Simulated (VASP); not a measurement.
# Ge (Fd-3m) in VASP: notebook

Runs on Ge. Level: PBE. Tasks: relaxation of cell and atoms.

Program: VASP 6.6.1. These are calculated values, not measurements. Logs are shortened: lines on timing, memory, paths and dates and some standing lists are left out, and cuts for length are marked.

## (1) The cell of the first run

It takes space group Fd-3m (No. 227, cubic). The conventional cell has a = 5.500 Å, b = 5.500 Å, c = 5.500 Å, α = 90.00°, β = 90.00°, γ = 90.00°. Ge (site symmetry -43m) has 4 Ge at 2.38 Å within 3.1 Å.

## (2) Relaxation of cell and atoms, PBE, target pressure 12 GPa, at which the enthalpy is minimised

The input, INCAR:

```
SYSTEM = Ge
  PREC = Accurate
  ENCUT = 600
  EDIFF = 1E-6
  ISMEAR = 0
  SIGMA = 0.1
  LREAL = .FALSE.
  LASPH = .TRUE.
  NELM = 100
  ALGO = Normal
  ISIF = 3
  LWAVE = .FALSE.
  LCHARG = .FALSE.
  GGA = PE
  IBRION = 2
  NSW = 70
  EDIFFG = -0.008
  PSTRESS = 120.0
```

The input, KPOINTS:

```
regular mesh
0
G
  12 12 12
  0 0 0
```

The input, POSCAR:

```
Ge
1.0
    0.0000000000      2.7500142816      2.7500142816
    2.7500142816      0.0000000000      2.7500142816
    2.7500142816      2.7500142816      0.0000000000
Ge
2
Direct
    0.5000000000      0.5000000000      0.5000000000
    0.7500000000      0.7500000000      0.7500000000
```

Potentials or basis: VASP PAW PBE potentials, release 64 (Ge_d).

On the command line:

```bash
$ cat potpaw_PBE.64/Ge_d/POTCAR > POTCAR
$ mpirun -np 1 vasp_std > vasp.out
```

OUTCAR:

```text
SYSTEM = Ge
   PREC = Accurate
   ENCUT = 600
   EDIFF = 1E-6
   ISMEAR = 0
   LREAL = .FALSE.
   LASPH = .TRUE.
   NELM = 100
   ISIF = 3
   GGA = PE
   IBRION = 2
   NSW = 70
   EDIFFG = -0.008
   PSTRESS = 120.0

 ion  position               nearest neighbor table
   1  0.500  0.500  0.500-   2 2.38   2 2.38   2 2.38   2 2.38
   2  0.750  0.750  0.750-   1 2.38   1 2.38   1 2.38   1 2.38

  LATTYP: Found a face centered cubic cell.
 ALAT       =     5.5000285632

  Lattice vectors:

 A1 = (   0.0000000000,   2.7500142816,   2.7500142816)
 A2 = (   2.7500142816,   0.0000000000,   2.7500142816)
 A3 = (   2.7500142816,   2.7500142816,   0.0000000000)

Analysis of symmetry for initial positions (statically):
=====================================================================
 Subroutine PRICEL returns:
 Original cell was already a primitive cell.

 Routine SETGRP: Setting up the symmetry group for a
 face centered cubic supercell.

 Subroutine GETGRP returns: Found 48 space group operations
 (whereof 24 operations were pure point group operations)
 out of a pool of 48 trial point group operations.

The static configuration has the point symmetry T_d .
 The point group associated with its full space group is O_h .

Analysis of symmetry for dynamics (positions and initial velocities):
=====================================================================
 Subroutine PRICEL returns:
 Original cell was already a primitive cell.

 Routine SETGRP: Setting up the symmetry group for a
 face centered cubic supercell.

 Subroutine GETGRP returns: Found 48 space group operations
 (whereof 24 operations were pure point group operations)
 out of a pool of 48 trial point group operations.

The dynamic configuration has the point symmetry T_d .
 The point group associated with its full space group is O_h .

 Subroutine INISYM returns: Found 48 space group operations
 (whereof 24 operations are pure point group operations),
 and found     1 'primitive' translations

----------------------------------------------------------------------------------------

                                     Primitive cell

  volume of cell :      41.5944

  direct lattice vectors                    reciprocal lattice vectors
     0.000000000  2.750014282  2.750014282    -0.181817238  0.181817238  0.181817238
     2.750014282  0.000000000  2.750014282     0.181817238 -0.181817238  0.181817238
     2.750014282  2.750014282  0.000000000     0.181817238  0.181817238 -0.181817238

  length of vectors
     3.889107494  3.889107494  3.889107494     0.314916693  0.314916693  0.314916693

[... 90 lines left out ...]
   PSTRESS=  120.0 pullay stress
   NELECT =      28.0000    total number of electrons
   NUPDOWN=      -1.0000    fix difference up-down
   EMIN   =  10.00;   EMAX   =-10.00  energy-range for DOS
   EFERMI =   0.00;   METHOD = LEGACY
   ISMEAR =     0;   SIGMA  =   0.10  broadening in eV -4-tet -1-fermi 0-gaus
   EFERMI_NEDOS =   21; number of points for ismear=-14 and -15
   IALGO  =     38    algorithm
   IMIX   =      4    mixing-type and parameters
     AMIX     =   0.40;   BMIX     =  1.00
     AMIX_MAG =   1.60;   BMIX_MAG =  1.00
  volume/ion in A,a.u.               =      20.80       140.35
  Fermi-wavevector in a.u.,A,eV,Ry     =   1.434771  2.711324 28.008512  2.058568
  Thomas-Fermi vector in A             =   2.554143
   LORBIT       =      0    0 simple, 1 ext, 2 COOP (PROOUT), +10 PAW based schemes
   GGA     = PE    functional components
   LHFCALC =     F    Hartree Fock is set to
   AEXX    =    0.0000 exact exchange contribution
   IVDW    =     0    specifies the selected vdW correction
   LEPSILON=     F    determine dielectric tensor
   LRPA    =     F    only Hartree local field effects (RPA)
 conjugate gradient relaxation of ions
 non-spin polarized calculation
 Gauss-broadening in eV      SIGMA  =   0.10
  energy-cutoff  :      600.00
  volume of cell :       41.59
 maximum number of plane-waves:      1411
   NGX = 15   NGY = 15   NGZ = 15

--------------------------------------- Ionic step        1  -------------------------------------------

 number of electron      28.0000002 magnetization

 Free energy of the ion-electron system (eV)
  ---------------------------------------------------
  ext. energy  EPLUGINS =         0.00000000
  ---------------------------------------------------
  free energy    TOTEN  =        -8.84275620 eV

  energy without entropy =       -8.84275370  energy(sigma->0) =       -8.84275495

------------------------ aborting loop because EDIFF is reached ----------------------------------------

  FORCE on cell =-STRESS in cart. coord.  units (eV):
  Direction    XX          YY          ZZ          XY          YZ          ZX
  --------------------------------------------------------------------------------------
  -------------------------------------------------------------------------------------
  Total        2.9669047      2.9669047      2.9669047      0.0000000      0.0000000     -0.0000000
  in kB      114.2823960    114.2823960    114.2823960      0.0000000      0.0000000     -0.0000000
  external PRESSURE =      -5.7176040 kB  Pullay stress =     120.0000000 kB
[... 63 lines left out ...]
--------------------------------------- Ionic step        3  -------------------------------------------

 number of electron      28.0000006 magnetization

 Free energy of the ion-electron system (eV)
  ---------------------------------------------------
  ext. energy  EPLUGINS =         0.00000000
  ---------------------------------------------------
  free energy    TOTEN  =        -8.82747809 eV

  energy without entropy =       -8.82747534  energy(sigma->0) =       -8.82747672

 E-fermi :   6.1216     XC(G=0): -10.3593

 val. band max:        5.9141132803   @ k =   0.0000   0.0000   0.0000
 cond. band min:       6.3452763200   @ k =   0.4167   0.4167   0.0000
 fundamental gap:      0.4311630397
 Fermi energy:         6.1215908844

 k-point     1 :       0.0000    0.0000    0.0000
  band No.  band energies     occupation
      1     -19.0534      2.00000
      2     -19.0534      2.00000
      3     -19.0534      2.00000
      4     -19.0097      2.00000
      5     -19.0097      2.00000
      6     -18.7453      2.00000
[... 481 lines left out ...]
      5     -18.9310      2.00000
      6     -18.8157      2.00000
[... 10 lines left out ...]
     17      10.7766      0.00000
     18      13.8917      0.00000

 [... further k-points ...]

------------------------ aborting loop because EDIFF is reached ----------------------------------------

  FORCE on cell =-STRESS in cart. coord.  units (eV):
  Direction    XX          YY          ZZ          XY          YZ          ZX
  --------------------------------------------------------------------------------------
  -------------------------------------------------------------------------------------
  Total        3.1083128      3.1083128      3.1083128     -0.0000000     -0.0000000     -0.0000000
  in kB      120.3352524    120.3352524    120.3352524     -0.0000000     -0.0000000     -0.0000000
  external PRESSURE =       0.3352524 kB  Pullay stress =     120.0000000 kB
[... 21 lines left out ...]
  energy  without entropy=       -8.8274753434  energy(sigma->0) =       -8.82747672

  enthalpy is  TOTEN    =        -5.7278249878 eV   P V=        3.0996531065

 reached required accuracy - stopping structural energy minimisation
```

Run time: 82 s. Hardware: 1 thread of Intel Xeon Platinum 8259CL at 2.50GHz (Skylake/Cascade Lake), shared host; peak memory 0.21 GiB.

What came out:

```yaml
Free_energy: -8.8275 eV
Relaxed_volume: 20.69 Å³/atom
Relaxed_cell: a = 3.883 Å, b = 3.883 Å, c = 3.883 Å, α = 60.00°, β = 60.00°, γ = 60.00°
Space_group_after_relaxing_to_0.1_Å: Fd-3m (No. 227)
Energy_change_on_relaxing_the_run_minimises_the_enthalpy: +7.6 meV/atom
Ionic_steps: 3
Pressure_after_relaxing: 12.0 GPa
Band_gap_on_the_k_mesh: 0.43 eV (least direct gap 0.89 eV)
```

The path:
| step | energy change (eV) | largest force (eV/Å) | pressure (GPa) | volume (Å³) |
| --- | --- | --- | --- | --- |
| 1 | 0.0000 | 0.0000 | 11.43 | 41.59 |
| 2 | 0.0334 | 0.0000 | 12.48 | 41.15 |
| 3 | 0.0153 | 0.0000 | 12.03 | 41.38 |

Final structure:
```cif
data_structure
_symmetry_space_group_name_H-M 'P 1'
_symmetry_Int_Tables_number 1
_cell_length_a 3.8826
_cell_length_b 3.8826
_cell_length_c 3.8826
_cell_angle_alpha 60.000
_cell_angle_beta 60.000
_cell_angle_gamma 60.000
_cell_volume 41.38
loop_
_atom_site_label
_atom_site_type_symbol
_atom_site_fract_x
_atom_site_fract_y
_atom_site_fract_z
_atom_site_occupancy
Ge1 Ge 0.50000 0.50000 0.50000 1
Ge2 Ge 0.75000 0.75000 0.75000 1
```

Caveat: the cell is relaxed towards a set pressure, so the run minimises the enthalpy, not the energy; semilocal functionals underestimate gaps, and a narrow one can read as zero.

[end of part 1 of 2]

The gap in the log of VASP goes by the Fermi energy; the results here count the filled bands.